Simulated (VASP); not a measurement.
# LiCl (Pm-3m) in VASP: notebook

The runs below take LiCl through single point, with PBEsol.

All numbers are computed with VASP 6.6.1; they aren't measurements. Logs are shortened: lines on timing, memory, paths and dates and some standing lists are left out, and cuts for length are marked.

### Step 1. The cell of the first run

The structure is cubic, space group Pm-3m (No. 221). Conventional cell: a = 3.271 Å, b = 3.271 Å, c = 3.271 Å, α = 90.00°, β = 90.00°, γ = 90.00°. Li (site symmetry m-3m) has 8 Cl at 2.83 Å and 6 Li at 3.27 Å within 3.7 Å. Cl (site symmetry m-3m) has 8 Li at 2.83 Å and 6 Cl at 3.27 Å within 3.7 Å.

### Step 2. Single point, PBEsol

INCAR reads:

```
SYSTEM = LiCl
PREC = Accurate ; ENCUT = 750
EDIFF = 1E-6 ; ISMEAR = 1
SIGMA = 0.2 ; LREAL = .FALSE.
LASPH = .TRUE. ; NELM = 120
ALGO = Normal ; ISIF = 2
LWAVE = .FALSE. ; LCHARG = .TRUE.
GGA = PS ; LELF = .TRUE.
LVHAR = .TRUE. ; NBANDS = 12
GGA_COMPAT = .FALSE.
```

KPOINTS reads:

```
Automatic mesh
0
G
  6 6 6
  0 0 0
```

POSCAR reads:

```
LiCl
1.0
    3.2711235777      0.0000000000      0.0000000000
    0.0000000000      3.2711235777      0.0000000000
    0.0000000000      0.0000000000      3.2711235777
Li Cl
1 1
Direct
    0.0000000000      0.0000000000      0.0000000000
    0.5000000000      0.5000000000      0.5000000000
```

Potentials or basis: VASP PAW PBE potentials, release 64 (Li_sv, Cl).

Run with:

```
$ cat potpaw_PBE.64/Li_sv/POTCAR potpaw_PBE.64/Cl/POTCAR > POTCAR
$ mpirun -np 1 vasp_std > vasp.out
```

OUTCAR:

```text
SYSTEM = LiCl
   PREC = Accurate
   ENCUT = 750
   EDIFF = 1E-6
   ISMEAR = 1
   LREAL = .FALSE.
   LASPH = .TRUE.
   NELM = 120
   ISIF = 2
   GGA = PS

 ion  position               nearest neighbor table
   1  0.000  0.000  0.000-
   2  0.500  0.500  0.500-

  LATTYP: Found a simple cubic cell.
 ALAT       =     3.2711235777

  Lattice vectors:

 A1 = (   3.2711235777,   0.0000000000,   0.0000000000)
 A2 = (   0.0000000000,   3.2711235777,   0.0000000000)
 A3 = (   0.0000000000,   0.0000000000,   3.2711235777)

Analysis of symmetry for initial positions (statically):
=====================================================================
 Subroutine PRICEL returns:
 Original cell was already a primitive cell.

 Routine SETGRP: Setting up the symmetry group for a
 simple cubic supercell.

 Subroutine GETGRP returns: Found 48 space group operations
 (whereof 48 operations were pure point group operations)
 out of a pool of 48 trial point group operations.

The static configuration has the point symmetry O_h .

Analysis of symmetry for dynamics (positions and initial velocities):
=====================================================================
 Subroutine PRICEL returns:
 Original cell was already a primitive cell.

 Routine SETGRP: Setting up the symmetry group for a
 simple cubic supercell.

 Subroutine GETGRP returns: Found 48 space group operations
 (whereof 48 operations were pure point group operations)
 out of a pool of 48 trial point group operations.

The dynamic configuration has the point symmetry O_h .

 Subroutine INISYM returns: Found 48 space group operations
 (whereof 48 operations are pure point group operations),
 and found     1 'primitive' translations

----------------------------------------------------------------------------------------

                                     Primitive cell

  volume of cell :      35.0018

  direct lattice vectors                    reciprocal lattice vectors
     3.271123578  0.000000000  0.000000000     0.305705357  0.000000000  0.000000000
     0.000000000  3.271123578  0.000000000     0.000000000  0.305705357  0.000000000
     0.000000000  0.000000000  3.271123578     0.000000000  0.000000000  0.305705357

  length of vectors
     3.271123578  3.271123578  3.271123578     0.305705357  0.305705357  0.305705357

  position of ions in fractional coordinates (direct lattice)
     0.000000000  0.000000000  0.000000000
     0.500000000  0.500000000  0.500000000

  ion indices of the primitive-cell ions
   primitive index   ion index
                 1           1
                 2           2

----------------------------------------------------------------------------------------

 KPOINTS: Automatic mesh

Automatic generation of k-mesh.
 Grid dimensions read from file:
 generate k-points for:    6    6    6

 Generating k-lattice:

  Cartesian coordinates                     Fractional coordinates (reciprocal lattice)
     0.050950893  0.000000000  0.000000000     0.166666667  0.000000000  0.000000000
     0.000000000  0.050950893  0.000000000     0.000000000  0.166666667  0.000000000
     0.000000000  0.000000000  0.050950893     0.000000000  0.000000000  0.166666667

  Length of vectors
     0.050950893  0.050950893  0.050950893

  Shift w.r.t. Gamma in fractional coordinates (k-lattice)
     0.000000000  0.000000000  0.000000000

 Subroutine IBZKPT returns following result:
 ===========================================

 Found     20 irreducible k-points:

 Following reciprocal coordinates:
            Coordinates               Weight
  0.000000  0.000000  0.000000      1.000000
  0.166667  0.000000  0.000000      6.000000
  0.333333  0.000000  0.000000      6.000000
  0.500000  0.000000  0.000000      3.000000
  0.166667  0.166667  0.000000     12.000000
  0.333333  0.166667  0.000000     24.000000
[... 12 lines left out ...]
  0.500000  0.500000  0.333333      6.000000
  0.500000  0.500000  0.500000      1.000000
   k-points           NKPTS =     20   k-points in BZ     NKDIM =     20   number of bands    NBANDS=     12
   number of dos      NEDOS =    301   number of ions     NIONS =      2
   total plane-waves  NPLWV =  27000
   dimension x,y,z NGX =    30 NGY =   30 NGZ =   30
   dimension x,y,z NGXF=    60 NGYF=   60 NGZF=   60
   ions per type =               1   1
   NGX,Y,Z   is equivalent  to a cutoff of  15.25, 15.25, 15.25 a.u.
   NGXF,Y,Z  is equivalent  to a cutoff of  30.49, 30.49, 30.49 a.u.
 SYSTEM =  LiCl
   PREC   = accura    normal or accurate (medium, high low for compatibility)
   ISTART =      0    job   : 0-new  1-cont  2-samecut
   ICHARG =      2    charge: 1-file 2-atom 10-const
   ISPIN  =      1    spin polarized calculation?
   LNONCOLLINEAR =      F non collinear calculations
   LSORBIT =      F    spin-orbit coupling
   LASPH  =      T    aspherical Exc in radial PAW
   ENCUT  =  750.0 eV  55.12 Ry    7.42 a.u.   7.30  7.30  7.30*2*pi/ulx,y,z
   NELM   =    120;   NELMIN=  2; NELMDL= -5     # of ELM steps
   EDIFF  = 0.1E-05   stopping-criterion for ELM
   LREAL  =      F    real-space projection
   EDIFFG = 0.1E-04   stopping-criterion for IOM
   NSW    =      0    number of steps for IOM
   IBRION =     -1    ionic relax: 0-MD 1-quasi-New 2-CG
   NFREE  =      0    steps in history (QN), initial steepest desc. (CG)
   ISIF   =      2    stress and relaxation
   ISYM   =      2    0-nonsym 1-usesym 2-fastsym
   POTIM  = 0.5000    time-step for ionic-motion
   TEBEG  =    0.0;   TEEND  =   0.0 temperature during run
   PSTRESS=    0.0 pullay stress
   NELECT =      10.0000    total number of electrons
   NUPDOWN=      -1.0000    fix difference up-down
   EMIN   =  10.00;   EMAX   =-10.00  energy-range for DOS
   EFERMI =   0.00;   METHOD = LEGACY
   ISMEAR =     1;   SIGMA  =   0.20  broadening in eV -4-tet -1-fermi 0-gaus
   EFERMI_NEDOS =   21; number of points for ismear=-14 and -15
   IALGO  =     38    algorithm
   IMIX   =      4    mixing-type and parameters
     AMIX     =   0.40;   BMIX     =  1.00
     AMIX_MAG =   1.60;   BMIX_MAG =  1.00
  volume/ion in A,a.u.               =      17.50       118.10
  Fermi-wavevector in a.u.,A,eV,Ry     =   1.078230  2.037558 15.817846  1.162579
  Thomas-Fermi vector in A             =   2.214163
   LORBIT       =      0    0 simple, 1 ext, 2 COOP (PROOUT), +10 PAW based schemes
   GGA     = PS    functional components
   LHFCALC =     F    Hartree Fock is set to
   AEXX    =    0.0000 exact exchange contribution
   IVDW    =     0    specifies the selected vdW correction
   LEPSILON=     F    determine dielectric tensor
   LRPA    =     F    only Hartree local field effects (RPA)
 non-spin polarized calculation
 Methfessel and Paxton  Order N= 1 SIGMA  =   0.20
  energy-cutoff  :      750.00
  volume of cell :       35.00
 maximum number of plane-waves:      1654
 NGX is ok and might be reduce to    30
   NGX = 15   NGY = 15   NGZ = 15

 number of electron      10.0000000 magnetization

 number of electron       9.9999999 magnetization

 Free energy of the ion-electron system (eV)
  ---------------------------------------------------
  ext. energy  EPLUGINS =         0.00000000
  ---------------------------------------------------
  free energy    TOTEN  =        -7.09107605 eV

  energy without entropy =       -7.09376598  energy(sigma->0) =       -7.09197269

 E-fermi :   1.5772     XC(G=0):  -8.7755

 val. band max:        1.5067015345   @ k =   0.5000   0.5000   0.0000
 cond. band min:       5.7741890684   @ k =   0.0000   0.0000   0.0000
 fundamental gap:      4.2674875339
 Fermi energy:         1.5771944436

 k-point     1 :       0.0000    0.0000    0.0000
  band No.  band energies     occupation
      1     -43.0701      2.00000
      2     -12.7330      2.00000
      3       0.6772      2.00000
      4       0.6772      2.00000
      5       0.6772      2.00000
      6       5.7742      0.00000
      7      10.0259      0.00000
      8      10.0259      0.00000
      9      14.6746      0.00000
     10      14.6746      0.00000
     11      14.6746      0.00000
     12      18.5295      0.00000

 k-point     2 :       0.1667    0.0000    0.0000
  band No.  band energies     occupation
      1     -43.0694      2.00000
      2     -12.6134      2.00000
      3      -0.3605      2.00000
      4       0.7881      2.00000
      5       0.7881      2.00000
      6       6.3700      0.00000
      7      10.3509      0.00000
      8      10.6407      0.00000
      9      13.7168      0.00000
     10      13.7168      0.00000
     11      14.9166      0.00000
     12      18.7232      0.00000

 k-point     3 :       0.3333    0.0000    0.0000
  band No.  band energies     occupation
      1     -43.0679      2.00000
      2     -12.3532      2.00000
      3      -1.8804      2.00000
      4       1.0266      2.00070
      5       1.0266      2.00070
      6       6.9914      0.00000
      7      11.0216      0.00000
      8      11.2280      0.00000
      9      12.2762      0.00000
     10      12.2762      0.00000
     11      17.2229      0.00000
     12      17.2510      0.00000

 k-point     4 :       0.5000    0.0000    0.0000
  band No.  band energies     occupation
      1     -43.0672      2.00000
      2     -12.2107      2.00000
      3      -2.5129      2.00000
      4       1.1557      2.01113
      5       1.1557      2.01113
      6       7.2051      0.00000
      7      10.9051      0.00000
      8      11.6704      0.00000
      9      11.6704      0.00000
     10      11.9380      0.00000
     11      15.7727      0.00000
     12      19.4324      0.00000

 k-point     5 :       0.1667    0.1667    0.0000
  band No.  band energies     occupation
      1     -43.0687      2.00000
      2     -12.4937      2.00000
      3      -0.3178      2.00000
      4      -0.1503      2.00000
      5       0.8932      2.00001
      6       7.0640      0.00000
      7      10.5380      0.00000
      8      10.9330      0.00000
      9      12.8983      0.00000
     10      13.4328      0.00000
     11      15.3638      0.00000
     12      17.1526      0.00000
[... 168 lines left out ...]
      1     -43.0638      2.00000
      2     -11.6209      2.00000
      3      -1.1171      2.00000
      4      -0.8064      2.00000
      5      -0.8064      2.00000
      6       8.0876      0.00000
      7       8.0876      0.00000
      8       8.0940      0.00000
      9      13.6280      0.00000
     10      16.5809      0.00000
     11      16.5809      0.00000
     12      16.9636      0.00000

 k-point    18 :       0.5000    0.3333    0.3333
  band No.  band energies     occupation
      1     -43.0631      2.00000
      2     -11.4896      2.00000
      3      -1.4957      2.00000
      4      -0.8289      2.00000
      5      -0.5703      2.00000
      6       7.2921      0.00000
      7       7.4879      0.00000
      8       8.1035      0.00000
      9      13.9878      0.00000
     10      16.3680      0.00000
     11      16.8548      0.00000
     12      18.5651      0.00000

 k-point    19 :       0.5000    0.5000    0.3333
  band No.  band energies     occupation
      1     -43.0625      2.00000
      2     -11.3626      2.00000
      3      -1.2657      2.00000
      4      -1.2657      2.00000
      5      -0.4713      2.00000
      6       6.5656      0.00000
      7       7.4081      0.00000
      8       7.4081      0.00000
      9      13.7845      0.00000
     10      16.9540      0.00000
     11      18.9125      0.00000
     12      18.9125      0.00000

 k-point    20 :       0.5000    0.5000    0.5000
  band No.  band energies     occupation
      1     -43.0618      2.00000
      2     -11.2414      2.00000
      3      -1.0086      2.00000
      4      -1.0086      2.00000
      5      -1.0086      2.00000
      6       6.5558      0.00000
      7       6.5558      0.00000
      8       6.5558      0.00000
      9      13.4755      0.00000
     10      19.9664      0.00000
     11      19.9664      0.00000
     12      19.9664      0.00000

------------------------ aborting loop because EDIFF is reached ----------------------------------------

  FORCE on cell =-STRESS in cart. coord.  units (eV):
  Direction    XX          YY          ZZ          XY          YZ          ZX
  --------------------------------------------------------------------------------------
  -------------------------------------------------------------------------------------
  Total       -0.2788970     -0.2788970     -0.2788970      0.0000000      0.0000000     -0.0000000
  in kB      -12.7662580    -12.7662580    -12.7662580      0.0000000      0.0000000     -0.0000000
  external PRESSURE =     -12.7662580 kB  Pullay stress =       0.0000000 kB

 VOLUME and BASIS-vectors are now :
 -----------------------------------------------------------------------------
  energy-cutoff  :      750.00
  volume of cell :       35.00
      direct lattice vectors                 reciprocal lattice vectors
     3.271123578  0.000000000  0.000000000     0.305705357  0.000000000  0.000000000
     0.000000000  3.271123578  0.000000000     0.000000000  0.305705357  0.000000000
     0.000000000  0.000000000  3.271123578     0.000000000  0.000000000  0.305705357

 POSITION                                       TOTAL-FORCE (eV/Angst)
 -----------------------------------------------------------------------------------
      0.00000      0.00000      0.00000         0.000000      0.000000      0.000000
      1.63556      1.63556      1.63556         0.000000      0.000000      0.000000
 -----------------------------------------------------------------------------------
    total drift:                                0.000000      0.000000     -0.000000

  FREE ENERGIE OF THE ION-ELECTRON SYSTEM (eV)
  ---------------------------------------------------
  free  energy   TOTEN  =        -7.0910760507 eV

  energy  without entropy=       -7.0937659820  energy(sigma->0) =       -7.09197269
```

It took 29 s on 1 thread of AMD EPYC 7R13, shared host; peak memory 0.13 GiB.

What came out:

```yaml
Free_energy: -7.0911 eV
Pressure: -1.3 GPa
Band_gap_on_the_k_mesh: 4.27 eV, indirect (least direct gap 5.08 eV)
```

Levels at points of the mesh, in eV from the valence-band top:
```
           k point  band 3  band 4  band 5  band 6  band 7  band 8
(0.00, 0.00, 0.00)   -0.83   -0.83   -0.83    4.27    8.52    8.52
(0.50, 0.00, 0.00)   -4.02   -0.35   -0.35    5.70    9.40   10.16
(0.50, 0.50, 0.00)   -3.39   -3.39    0.00    5.08    9.71    9.71
(0.50, 0.50, 0.50)   -2.52   -2.52   -2.52    5.05    5.05    5.05
```

Caveat: the PAW data sets were made with another functional, which shifts forces and pressure a little. A k mesh can miss the band edges.

### Step 3. Single point, PBEsol

INCAR reads:

```
SYSTEM = LiCl
ALGO = Normal
EDIFF = 1E-6
ENCUT = 750
GGA = PS
GGA_COMPAT = .False.
ISIF = 2
ISMEAR = 0
LASPH = .True.
LCHARG = .False.
LREAL = .False.
LWAVE = .False.
NBANDS = 12
NELM = 120
PREC = Accurate
SIGMA = 0.001
```

KPOINTS reads:

```
k-points
0
Gamma
  6 6 6
  0 0 0
```

POSCAR is that of step 2.

Potentials or basis: VASP PAW PBE potentials, release 64 (Li_sv, Cl).

Run with:

```
$ cat potpaw_PBE.64/Li_sv/POTCAR potpaw_PBE.64/Cl/POTCAR > POTCAR
$ mpirun -np 1 vasp_std > vasp.out
```

Run time: 26 s. Hardware: 1 thread of AMD EPYC 7R13, shared host; peak memory 0.13 GiB.

Results (log left out):

```yaml
Free_energy: -7.0922 eV
Pressure: -1.3 GPa
Band_gap_on_the_k_mesh: 4.27 eV, indirect (least direct gap 5.08 eV)
```

Levels at points of the mesh, in eV from the valence-band top:
| k point | band 1 | band 2 | band 3 | band 4 | band 5 | band 6 | band 7 | band 8 | band 9 | band 10 |
| --- | --- | --- | --- | --- | --- | --- | --- | --- | --- | --- |
| (0.00, 0.00, 0.00) | -44.58 | -14.24 | -0.83 | -0.83 | -0.83 | 4.27 | 8.52 | 8.52 | 13.17 | 13.17 |
| (0.50, 0.00, 0.00) | -44.57 | -13.72 | -4.02 | -0.35 | -0.35 | 5.70 | 9.40 | 10.16 | 10.16 | 10.43 |
| (0.50, 0.50, 0.00) | -44.57 | -13.20 | -3.39 | -3.39 | 0.00 | 5.08 | 9.71 | 9.71 | 10.50 | 13.30 |
| (0.50, 0.50, 0.50) | -44.57 | -12.75 | -2.52 | -2.52 | -2.52 | 5.05 | 5.05 | 5.05 | 11.97 | 18.46 |

Caveat: the PAW data sets were made with another functional, which shifts forces and pressure a little.

(Continued in part 2 of 2.)
